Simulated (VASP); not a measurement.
# Ga2Sb2CO: single point with PBE+D3(BJ)

Ga2Sb2CO, a slab with vacuum:

```
CELL_PARAMETERS angstrom
4.33438 0.00000 0.00000
-2.16719 3.75368 0.00000
0.00000 0.00000 23.61974
ATOMIC_POSITIONS crystal
Sb 0.00000 0.00000 0.16935
Sb 0.33333 0.66667 0.32597
Ga 0.33333 0.66667 0.20681
Ga 0.66667 0.33333 0.35859
O 0.88889 0.44444 0.48983
C 0.88889 0.44444 0.53852
```

```
Program                : VASP 6.6.1
Task                   : single point
Functional             : PBE
Dispersion             : D3(BJ)
Potentials or basis    : VASP PAW PBE potentials, release 64 (Sb_d_GW, Ga_d, O, C)
Cutoff                 : 520 eV
k mesh                 : 6 × 6 × 1
Occupations            : gaussian, width 0.1 eV
Spin                   : no spin polarisation
Dipole correction      : yes
Further INCAR settings : ALGO = Normal; EDIFF = 1e-06; NBANDS = 42; NELMDL = -8
```

```json
{"Largest force": "0.716 eV/Å", "Band gap on the k mesh": "0.05 eV (least direct gap 0.10 eV)", "Dispersion energy per atom": "-0.167 eV"}
```

Forces on the atoms (eV/Å):
```
Sb   0.006  0.004  0.171
Sb  -0.005 -0.003  0.000
Ga   0.000  0.000 -0.156
Ga  -0.014 -0.008 -0.090
O    0.020  0.011  0.716
C   -0.007 -0.004 -0.641
```

Levels at points of the mesh, in eV from the valence-band top:
```
           k point  band 29  band 30  band 31  band 32  band 33  band 34  band 35  band 36  band 37  band 38
(0.00, 0.00, 0.00)    -2.11    -1.17    -1.17     0.00     0.00     0.10     0.90     1.17     1.17     1.81
(0.50, 0.00, 0.00)    -5.95    -2.57    -2.51    -1.30    -1.21     0.33     0.51     1.03     1.15     1.67
(0.00, 0.50, 0.00)    -5.94    -2.55    -2.51    -1.30    -1.20     0.31     0.47     1.04     1.15     1.64
```

Wall time 4.5 min on 1 thread of AMD EPYC 9R45 96-Core Processor (Zen 5) (shared host), peak memory 0.58 GiB.

Caveat: spin-orbit coupling is left out, which moves the levels of the heavy elements.
